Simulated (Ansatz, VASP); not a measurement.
Ta in VASP and in Ansatz

```
Ta
1.0
    -1.65128    1.65128    1.65128
     1.65128   -1.65128    1.65128
     1.65128    1.65128   -1.65128
Ta
1
Direct
  0.00000 0.00000 0.00000
```

Alike in both runs: task single point; functional PBEsol; k mesh 22 × 22 × 22; occupations gaussian, width 0.15 eV; no spin polarisation.

|  | VASP | Ansatz |
| --- | --- | --- |
| version | VASP 6.6.1 | Ansatz 0.2.0 |
| potentials or method | VASP PAW PBE potentials, release 64 (Ta_pv), cutoff 520 eV | scalar-relativistic, plane waves, PAW |
| valence electrons in the cell | 11 | 13 |

|  | VASP | Ansatz | Ansatz less VASP |
| --- | --- | --- | --- |
| gap on the k mesh at the Fermi level (eV) | none | none | - |
| pressure (GPa) | -3.6 | -3.8 | -0.17 |

VASP's potentials were made for PBE, not for PBEsol. A gap of «none» marks a metal or a gap that the smearing closes. With one functional, cell and mesh, what is left measures potentials, basis and numerics. VASP's potentials hold 11 valence electrons a cell and Ansatz's 13, so a difference there can come from the potentials and not from the codes.

Spin-orbit coupling is off throughout.
